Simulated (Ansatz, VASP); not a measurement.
TiNi3C in VASP and in Ansatz

```
Ti Ni C
1.0
     3.72847    0.00000    0.00000
     0.00000    3.72847    0.00000
     0.00000    0.00000    3.95610
Ti Ni C
1 3 1
Cartesian
  0.0000 0.0000 3.7968
  1.8642 1.8642 0.1499
  0.0000 1.8642 1.7742
  1.8642 0.0000 1.7742
  1.8642 1.8642 2.2369
```

Alike in both runs: task relaxation of cell and atoms; functional PBE; k mesh 10 × 10 × 10; occupations gaussian, width 0.1 eV; no spin polarisation.

|  | VASP | Ansatz |
| --- | --- | --- |
| version | VASP 6.6.1 | Ansatz 0.2.0 |
| potentials or method | VASP PAW PBE potentials, release 64 (Ti_sv, Ni, C), cutoff 600 eV | scalar-relativistic, plane waves, PAW |
| valence electrons in the cell | 46 | 70 |

|  | VASP | Ansatz | Ansatz less VASP |
| --- | --- | --- | --- |
| gap on the k mesh at the Fermi level, each at its own relaxed structure (eV) | none | none | - |
| relaxed volume (Å³/atom) | 10.99 | 10.99 | +0.004 |
| relaxed cell length with the largest relative difference (Å) | 3.966 | 3.972 | +0.0055 |

A gap of «none» marks a metal or a gap that the smearing closes. VASP's potentials hold 46 valence electrons a cell and Ansatz's 70, so a difference there can come from the potentials and not from the codes.
